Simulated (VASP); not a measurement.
# Be2GeN2 (P-4m2) in VASP: a series of runs, part 2 of 2

VASP 6.6.1. The steps go on from the part before.

**3. Relaxation of cell and atoms, PBE**

INCAR

```
PREC = Accurate
ENCUT = 600
EDIFF = 1E-6
ISMEAR = 0
SIGMA = 0.1
LREAL = F
LASPH = T
NELM = 100
ALGO = Normal
ISIF = 3
LWAVE = F
LCHARG = F
GGA = PE
IBRION = 2
NSW = 100
EDIFFG = -0.01
```

KPOINTS

```
regular mesh
0
Gamma
  10 10 10
```

POSCAR

```
Be2GeN2
1.0
    3.5688979390      0.0000000000      0.0000000000
    0.0000000000      3.5688979390      0.0000000000
    0.0000000000      0.0000000000      4.3445289080
Be Ge N
2 1 2
Direct
    0.0000000000      0.0000000000      0.5000000000
    0.5000000000      0.5000000000      0.0000000000
    0.0000000000      0.0000000000      0.0000000000
    0.5000000000      0.0000000000      0.7743422229
    0.0000000000      0.5000000000      0.2256577771
```

Potentials or basis: VASP PAW PBE potentials, release 64 (Be, Ge_d, N).

On the command line:

```console
$ cat potpaw_PBE.64/Be/POTCAR potpaw_PBE.64/Ge_d/POTCAR potpaw_PBE.64/N/POTCAR > POTCAR
$ mpirun -np 1 vasp_std > vasp.out
```

OUTCAR:

```text
PREC = Accurate
   ENCUT = 600
   EDIFF = 1E-6
   ISMEAR = 0
   LREAL = F
   LASPH = T
   NELM = 100
   ISIF = 3
   GGA = PE
   IBRION = 2
   NSW = 100
   EDIFFG = -0.01

 ion  position               nearest neighbor table
   1  0.000  0.000  0.500-   3 2.17   3 2.17
   2  0.500  0.500  0.000-   4 2.04   5 2.04   4 2.04   5 2.04   3 2.52   3 2.52   3 2.52   3 2.52

   3  0.000  0.000  0.000-   4 2.04   5 2.04   5 2.04   4 2.04   1 2.17   1 2.17   2 2.52   2 2.52
                             2 2.52   2 2.52
   4  0.500  0.000  0.774-   2 2.04   3 2.04   2 2.04   3 2.04
   5  0.000  0.500  0.226-   2 2.04   3 2.04   3 2.04   2 2.04

  LATTYP: Found a simple tetragonal cell.
 ALAT       =     3.5688979390
 C/A-ratio  =     1.2173306668

  Lattice vectors:

 A1 = (   3.5688979390,   0.0000000000,   0.0000000000)
 A2 = (   0.0000000000,   3.5688979390,   0.0000000000)
 A3 = (   0.0000000000,   0.0000000000,   4.3445289080)

Analysis of symmetry for initial positions (statically):
=====================================================================
 Subroutine PRICEL returns:
 Original cell was already a primitive cell.

 Routine SETGRP: Setting up the symmetry group for a
 simple tetragonal supercell.

 Subroutine GETGRP returns: Found  8 space group operations
 (whereof  8 operations were pure point group operations)
 out of a pool of 16 trial point group operations.

The static configuration has the point symmetry D_2d.

Analysis of symmetry for dynamics (positions and initial velocities):
=====================================================================
 Subroutine PRICEL returns:
 Original cell was already a primitive cell.

 Routine SETGRP: Setting up the symmetry group for a
 simple tetragonal supercell.

 Subroutine GETGRP returns: Found  8 space group operations
 (whereof  8 operations were pure point group operations)
 out of a pool of 16 trial point group operations.
[... 129 lines left out ...]
  Fermi-wavevector in a.u.,A,eV,Ry     =   1.304539  2.465222 23.154707  1.701823
  Thomas-Fermi vector in A             =   2.435468
   LORBIT       =      0    0 simple, 1 ext, 2 COOP (PROOUT), +10 PAW based schemes
   GGA     = PE    functional components
   LHFCALC =     F    Hartree Fock is set to
   AEXX    =    0.0000 exact exchange contribution
   IVDW    =     0    specifies the selected vdW correction
   LEPSILON=     F    determine dielectric tensor
   LRPA    =     F    only Hartree local field effects (RPA)
 conjugate gradient relaxation of ions
 non-spin polarized calculation
 Gauss-broadening in eV      SIGMA  =   0.10
  energy-cutoff  :      600.00
  volume of cell :       55.34
 maximum number of plane-waves:      1870
 NGX is ok and might be reduce to    30
   NGX = 15   NGY = 15   NGZ = 17

--------------------------------------- Ionic step        1  -------------------------------------------

 number of electron      27.9999992 magnetization

 Free energy of the ion-electron system (eV)
  ---------------------------------------------------
  ext. energy  EPLUGINS =         0.00000000
  ---------------------------------------------------
  free energy    TOTEN  =       -25.80245935 eV

  energy without entropy =      -25.79813780  energy(sigma->0) =      -25.80029858

------------------------ aborting loop because EDIFF is reached ----------------------------------------

  FORCE on cell =-STRESS in cart. coord.  units (eV):
  Direction    XX          YY          ZZ          XY          YZ          ZX
  --------------------------------------------------------------------------------------
  -------------------------------------------------------------------------------------
  Total       -0.0302728     -0.0302728      0.2600598      0.0000000     -0.0000000      0.0000000
  in kB       -0.8765003     -0.8765003      7.5296155      0.0000000     -0.0000000      0.0000000
  external PRESSURE =       1.9255383 kB  Pullay stress =       0.0000000 kB
[... 299 lines left out ...]
--------------------------------------- Ionic step        9  -------------------------------------------

 number of electron      27.9999995 magnetization

 Free energy of the ion-electron system (eV)
  ---------------------------------------------------
  ext. energy  EPLUGINS =         0.00000000
  ---------------------------------------------------
  free energy    TOTEN  =       -25.80366256 eV

  energy without entropy =      -25.79944451  energy(sigma->0) =      -25.80155354

 E-fermi :   6.5853     XC(G=0): -10.4518

 val. band max:        6.5371956590   @ k =   0.1000   0.1000   0.5000
 cond. band min:       6.5864039353   @ k =   0.5000   0.4000   0.1000
 fundamental gap:      0.0492082762
 Fermi energy:         6.5852712326

 k-point     1 :       0.0000    0.0000    0.0000
  band No.  band energies     occupation
      1     -19.3072      2.00000
      2     -19.2168      2.00000
      3     -19.1375      2.00000
      4     -19.1375      2.00000
      5     -19.1368      2.00000
      6     -11.6059      2.00000
[... 481 lines left out ...]
      5     -19.1316      2.00000
      6     -11.2944      2.00000
[... 10 lines left out ...]
     17       9.7768      0.00000
     18      10.8128      0.00000

 [... further k-points ...]
[... 5 lines left out ...]
  --------------------------------------------------------------------------------------
  -------------------------------------------------------------------------------------
  Total        0.0192577      0.0192577      0.0005860      0.0000000      0.0000000      0.0000000
  in kB        0.5581419      0.5581419      0.0169848      0.0000000      0.0000000      0.0000000
  external PRESSURE =       0.3777562 kB  Pullay stress =       0.0000000 kB
[... 20 lines left out ...]
  FREE ENERGIE OF THE ION-ELECTRON SYSTEM (eV)
  ---------------------------------------------------
  free  energy   TOTEN  =       -25.8036625593 eV

  energy  without entropy=      -25.7994445146  energy(sigma->0) =      -25.80155354

 reached required accuracy - stopping structural energy minimisation
```

OSZICAR:

```text
N       E                     dE             d eps       ncg     rms          rms(c)
DAV:   1     0.226024019744E+03    0.22602E+03   -0.15317E+04  5004   0.336E+03
DAV:   2     0.949717693063E+01   -0.21653E+03   -0.20881E+03  4788   0.644E+02
DAV:   3    -0.264631487345E+02   -0.35960E+02   -0.34877E+02  5840   0.173E+02
[... 61 lines left out ...]
DAV:   1    -0.258037823889E+02   -0.18107E-03   -0.21384E-02  4550   0.123E+00    0.654E-02
DAV:   2    -0.258036914910E+02    0.90898E-04   -0.57669E-04  6532   0.237E-01    0.319E-02
DAV:   3    -0.258036640819E+02    0.27409E-04   -0.87205E-05  6188   0.112E-01    0.123E-02
DAV:   4    -0.258036627518E+02    0.13301E-05   -0.99212E-06  5642   0.282E-02    0.592E-03
DAV:   5    -0.258036625593E+02    0.19255E-06   -0.36023E-07  2760   0.830E-03
   9 F= -.25803663E+02 E0= -.25801554E+02  d E =-.617050E-04
```

CONTCAR:

```text
Be2GeN2
   1.00000000000000
     3.5620861480203607    0.0000000000000000    0.0000000000000000
     0.0000000000000000    3.5620861480203607    0.0000000000000000
     0.0000000000000000   -0.0000000000000000    4.3567361768703643
  Be              Ge              N
     2     1     2
Direct
     0.0000000000000000    1.0000000000000000    0.5000000000000000
     0.5000000000000000    0.5000000000000000    1.0000000000000000
     0.0000000000000000    1.0000000000000000    0.0000000000000000
     0.5000000000000000    1.0000000000000000    0.7721543784621787
     1.0000000000000000    0.5000000000000000    0.2278456215378213

  0.00000000E+00  0.00000000E+00  0.00000000E+00
  0.00000000E+00  0.00000000E+00  0.00000000E+00
  0.00000000E+00  0.00000000E+00  0.00000000E+00
  0.00000000E+00  0.00000000E+00  0.00000000E+00
  0.00000000E+00  0.00000000E+00  0.00000000E+00
```

Run time: 4.2 min. Hardware: 1 thread of Intel Xeon 6975P-C (Granite Rapids), shared host; peak memory 0.3 GiB.

Results:

| Property | Result |
| --- | --- |
| Free energy | -25.8037 eV |
| Relaxed volume | 11.06 Å³/atom |
| Relaxed cell | a = 3.562 Å, b = 3.562 Å, c = 4.357 Å, α = 90.00°, β = 90.00°, γ = 90.00° |
| Space group after relaxing (to 0.05 Å) | P-4m2 (No. 115) |
| Energy gained by relaxing | 0.2 meV/atom |
| Ionic steps | 9 |
| Pressure after relaxing | 0.0 GPa |
| Largest force after relaxing | 0.009 eV/Å |
| Band gap on the k mesh | zero (band 14 reaches 9.19 eV, above the bottom of band 15 at 4.82 eV) |

Forces on the atoms (eV/Å):
```
Be   0.000  0.000  0.000
Be   0.000  0.000  0.000
Ge   0.000  0.000  0.000
N    0.000  0.000 -0.009
N    0.000  0.000  0.009
```

The path:
```
step  energy change (eV)  largest force (eV/Å)  pressure (GPa)  volume (Å³)
   1              0.0000                0.0766            0.19        55.34
   2             -0.0008                0.0377           -0.16        55.44
   3             -0.0009                0.0213           -0.29        55.49
   4             -0.0011                0.0208           -0.09        55.34
   5             -0.0011                0.0204            0.18        55.27
   6             -0.0011                0.0207            0.00        55.31
   7             -0.0011                0.0205            0.08        55.30
   8             -0.0011                0.0209            0.00        55.30
   9             -0.0012                0.0093            0.04        55.28
```

Final structure:
```xyz
5
Lattice="3.5621 0.0000 0.0000 0.0000 3.5621 0.0000 0.0000 0.0000 4.3567" Properties=species:S:1:pos:R:3 pbc="T T T"
Be    0.0000    3.5621    2.1784
Be    1.7810    1.7810    4.3567
Ge    0.0000    3.5621    0.0000
N     1.7810    3.5621    3.3641
N     3.5621    1.7810    0.9927
```

Levels at points of the mesh, in eV from the Fermi level:
```tsv
k point	band 11	band 12	band 13	band 14	band 15	band 16	band 17	band 18
(0.00, 0.00, 0.00)	-3.80	-3.76	-3.61	-3.61	-1.77	1.32	3.26	4.19
(0.50, 0.00, 0.00)	-5.05	-4.75	-4.43	-2.53	2.44	2.50	3.12	4.41
(0.50, 0.50, 0.00)	-5.26	-5.26	-4.22	-0.45	-0.45	1.20	3.66	4.25
(0.00, 0.00, 0.50)	-5.93	-4.31	-4.31	-2.26	-0.15	2.86	2.92	4.07
(0.50, 0.00, 0.50)	-4.35	-4.05	-3.38	-2.92	2.00	2.00	3.56	4.63
(0.50, 0.50, 0.50)	-6.29	-6.29	-5.10	2.61	2.61	2.69	3.58	5.45
```

**4. Single point, PBE**

This run uses another cell than the first one, of 8.90 Å³/atom, 0.805 times its volume.

INCAR

```
SYSTEM = Be2GeN2
PREC     = Accurate       ! precision mode
ENCUT    = 520            ! plane-wave cutoff, eV
EDIFF    = 1E-6           ! SCF threshold, eV
ISMEAR   = 0              ! smearing method
SIGMA    = 0.1            ! smearing width, eV
LREAL    = .FALSE.        ! projectors in reciprocal space
LASPH    = .TRUE.         ! aspherical terms in the spheres
NELM     = 100            ! most SCF steps
ALGO     = Normal         ! electronic algorithm
ISIF     = 2              ! what is computed and relaxed
LWAVE    = .FALSE.        ! write WAVECAR
LCHARG   = .FALSE.        ! write CHGCAR
GGA      = PE             ! functional
NBANDS   = 22             ! bands
```

KPOINTS

```
regular mesh
0
G
  6 6 4
  0 0 0
```

POSCAR

```
Be2GeN2
1.0
    3.1572570500      0.0000000000      0.0000000000
    0.0000000000      3.1572570500      0.0000000000
    0.0000000000      0.0000000000      4.4650357400
Be Ge N
2 1 2
Direct
    0.0000000000      0.0000000000      0.5000000000
    0.5000000000      0.5000000000      0.0000000000
    0.0000000000      0.0000000000      0.0000000000
    0.5000000000      0.0000000000      0.7500000000
    0.0000000000      0.5000000000      0.2500000000
```

Potentials or basis: VASP PAW PBE potentials, release 64 (Be, Ge_d, N).

On the command line:

```console
$ cat potpaw_PBE.64/Be/POTCAR potpaw_PBE.64/Ge_d/POTCAR potpaw_PBE.64/N/POTCAR > POTCAR
$ mpirun -np 1 vasp_std > vasp.out
```

OUTCAR:

```text
SYSTEM = Be2GeN2
   PREC = Accurate
   ENCUT = 520
   EDIFF = 1E-6
   ISMEAR = 0
   LREAL = .FALSE.
   LASPH = .TRUE.
   NELM = 100
   ISIF = 2
   GGA = PE

 ion  position               nearest neighbor table
   1  0.000  0.000  0.500-   4 1.93   5 1.93   5 1.93   4 1.93   3 2.23   3 2.23
   2  0.500  0.500  0.000-   4 1.93   5 1.93   4 1.93   5 1.93   3 2.23   3 2.23   3 2.23   3 2.23

   3  0.000  0.000  0.000-   4 1.93   5 1.93   5 1.93   4 1.93   1 2.23   1 2.23   2 2.23   2 2.23
                             2 2.23   2 2.23
   4  0.500  0.000  0.750-   1 1.93   2 1.93   3 1.93   2 1.93   1 1.93   3 1.93
   5  0.000  0.500  0.250-   1 1.93   2 1.93   3 1.93   1 1.93   3 1.93   2 1.93

  LATTYP: Found a simple tetragonal cell.
 ALAT       =     3.1572570500
 C/A-ratio  =     1.4142135624

  Lattice vectors:

 A1 = (   3.1572570500,   0.0000000000,   0.0000000000)
 A2 = (   0.0000000000,   3.1572570500,   0.0000000000)
 A3 = (   0.0000000000,   0.0000000000,   4.4650357400)

Analysis of symmetry for initial positions (statically):
=====================================================================
 Subroutine PRICEL returns:
 Original cell was already a primitive cell.

 Routine SETGRP: Setting up the symmetry group for a
 simple tetragonal supercell.

[... 171 lines left out ...]
  energy without entropy =      -24.42298660  energy(sigma->0) =      -24.43077462

 E-fermi :   9.2554     XC(G=0): -11.5194

 val. band max:        9.2335573157   @ k =   0.1667   0.1667   0.5000
 cond. band min:       9.2696517473   @ k =   0.3333   0.3333   0.2500
 fundamental gap:      0.0360944316
 Fermi energy:         9.2553935035

 k-point     1 :       0.0000    0.0000    0.0000
  band No.  band energies     occupation
      1     -17.6804      2.00000
      2     -17.5125      2.00000
      3     -17.4921      2.00000
      4     -17.4780      2.00000
      5     -17.4780      2.00000
      6     -11.3064      2.00000
[... 589 lines left out ...]
     21      15.2563      0.00000
     22      18.8427      0.00000

 [... further k-points ...]
[... 5 lines left out ...]
  --------------------------------------------------------------------------------------
  -------------------------------------------------------------------------------------
  Total       11.3242115     11.3242115      5.8914828      0.0000000      0.0000000      0.0000000
  in kB      407.6371274    407.6371274    212.0754377      0.0000000      0.0000000      0.0000000
  external PRESSURE =     342.4498975 kB  Pullay stress =       0.0000000 kB

 VOLUME and BASIS-vectors are now :
 -----------------------------------------------------------------------------
  energy-cutoff  :      520.00
  volume of cell :       44.51
      direct lattice vectors                 reciprocal lattice vectors
     3.157257050  0.000000000  0.000000000     0.316730625  0.000000000  0.000000000
     0.000000000  3.157257050  0.000000000     0.000000000  0.316730625  0.000000000
     0.000000000  0.000000000  4.465035740     0.000000000  0.000000000  0.223962373

 POSITION                                       TOTAL-FORCE (eV/Angst)
 -----------------------------------------------------------------------------------
      0.00000      0.00000      2.23252         0.000000     -0.000000      0.000000
      1.57863      1.57863      0.00000         0.000000      0.000000      0.000000
      0.00000      0.00000      0.00000         0.000000     -0.000000      0.000000
      1.57863      0.00000      3.34878         0.000000     -0.000000     -1.508692
      0.00000      1.57863      1.11626         0.000000     -0.000000      1.508692
 -----------------------------------------------------------------------------------
    total drift:                                0.000000      0.000000     -0.000000

  FREE ENERGIE OF THE ION-ELECTRON SYSTEM (eV)
  ---------------------------------------------------
  free  energy   TOTEN  =       -24.4385626486 eV

  energy  without entropy=      -24.4229865955  energy(sigma->0) =      -24.43077462
```

stdout:

```text
POSCAR found type information on POSCAR BeGeN
 POSCAR found :  3 types and       5 ions
 scaLAPACK will be used
 LDA part: xc-table for (Slater+PW92), standard interpolation
 POSCAR, INCAR and KPOINTS ok, starting setup
 FFT: planning ... GRIDC
 FFT: planning ... GRID_SOFT
 FFT: planning ... GRID
 WAVECAR not read
 entering main loop
```

It took 9.6 s on 1 thread of Intel Xeon 6975P-C (Granite Rapids), shared host; peak memory 0.16 GiB.

What came out:

| Item | Value |
| --- | --- |
| Free energy | -24.4386 eV |
| Pressure | 34.2 GPa |
| Largest force | 1.509 eV/Å |
| Band gap on the k mesh | zero (band 14 reaches 10.36 eV, above the bottom of band 15 at 6.81 eV) |

Forces in eV/Å, atoms in the order of the input:
```
Be   0.000  0.000  0.000
Be   0.000  0.000  0.000
Ge   0.000  0.000  0.000
N    0.000  0.000 -1.509
N    0.000  0.000  1.509
```

Caveat: forces of over 1 eV/Å act on the atoms, so gaps and moduli don't describe the material at rest.

**5. The runs side by side**

```tsv
task	cell	k mesh	cutoff (eV)	gap on the mesh (eV)	pressure (GPa)	largest force (eV/Å)
single point	a = 3.562, b = 3.562, c = 4.357 Å, 5 atoms	10 × 10 × 10	520	none	0.2	0.01
relaxation of cell and atoms	relaxed from a = 3.569, b = 3.569, c = 4.345 Å, 5 atoms	10 × 10 × 10	600	none	0.0	0.01
single point	a = 3.157, b = 3.157, c = 4.465 Å, 5 atoms	6 × 6 × 4	520	none	34.2	1.51
```

Alike in all rows: level PBE; potentials or basis VASP PAW PBE potentials, release 64 (Be, Ge_d, N); no spin polarisation; smearing gaussian 0.1 eV.

Caveats: forces of over 1 eV/Å act on the atoms, so gaps and moduli don't describe the material at rest (some runs).

Absolute energies hang on the potentials; compare differences alone.
